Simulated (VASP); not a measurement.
Ti, 2 atoms in the cell. It takes space group P6_3/mmc (No. 194, hexagonal). Conventional cell: a = 2.939 Å, b = 2.939 Å, c = 4.656 Å, α = 90.00°, β = 90.00°, γ = 120.00°. Within 3.8 Å of Ti (site symmetry -6m2) lie 12 Ti at 2.88 to 2.94 Å. 

- Program: VASP 6.6.1
- Task: single point
- Functional: PBE
- Potentials or basis: VASP PAW PBE potentials, release 64 (Ti_sv)
- Cutoff: 520 eV
- k mesh: 12 × 12 × 7
- Occupations: fermi-dirac, width 0.1 eV
- Spin: no spin polarisation
- Dipole correction: no
- Further INCAR settings: ALGO = Normal; EDIFF = 1e-06; NBANDS = 19

Potentials or basis: VASP PAW PBE potentials, release 64 (Ti_sv).

Command:

```console
$ cat potpaw_PBE.64/Ti_sv/POTCAR > POTCAR
$ mpirun -np 1 vasp_std > vasp.out
```

Hardware: 1 thread of AMD EPYC 7R13, with other jobs on the host.

**Question.** How long does it take, and how much memory?

**Answer.** Run time: 2.3 min on 1 thread of AMD EPYC 7R13, with other jobs on the host, peak memory 0.15 GiB. Counts: scf iterations 13, k points 76.
